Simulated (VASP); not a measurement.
Write the native input for VASP 6.6.1 that does the following.

```yaml
Task: single point
Functional: PBEsol
Potentials_or_basis: VASP PAW PBE potentials, release 64 (W_sv)
Cutoff: 500 eV
k_mesh: 20 × 20 × 20
Occupations: gaussian, width 0.15 eV
Spin: no spin polarisation
Dipole_correction: no
Further_INCAR_settings: ALGO = Normal; EDIFF = 1e-06; NBANDS = 13
```

The structure of W lies in POSCAR:

```
W
1.0
   -0.1999126922      1.9991269217      1.8991705756
    1.7992142295      0.0000000000      1.6992578834
    1.9991269217      1.9991269217     -0.1999126922
W
1
Direct
    0.0000000000      0.0000000000      0.0000000000
```

This cell differs from its parent crystal: engineering shear strain xz -0.2000, normal strain along z -0.0500.

One way to write it, as run:

INCAR

```
PREC = Accurate ; ENCUT = 500
EDIFF = 1E-6 ; ISMEAR = 0
SIGMA = 0.15 ; LREAL = F
LASPH = T ; NELM = 120
ALGO = Normal ; ISIF = 2
LWAVE = F ; LCHARG = T
GGA = PS ; LELF = T
LVHAR = T ; NBANDS = 13
GGA_COMPAT = F
```

KPOINTS

```
Automatic mesh
0
Gamma
  20 20 20
```

Potentials or basis: VASP PAW PBE potentials, release 64 (W_sv).

Run with:

```bash
$ cat potpaw_PBE.64/W_sv/POTCAR > POTCAR
$ mpirun -np 1 vasp_std > vasp.out
```

It gave:

* Pressure: 29.9 GPa
* Band gap on the k mesh: zero (bands 7 and 8 overlap by 5.18 eV)

Caveat: the cell differs from its parent crystal (engineering shear strain xz -0.2000, normal strain along z -0.0500); the stress differs along the axes, from 26 to 35 GPa; the PAW data sets were made with another functional, which shifts forces and pressure a little; spin-orbit coupling is left out, which moves the levels of the heavy elements.

Run time: 2.7 min on 1 thread of Intel(R) Xeon(R) Platinum 8559C (Emerald Rapids), on a shared host, peak memory 0.45 GiB.
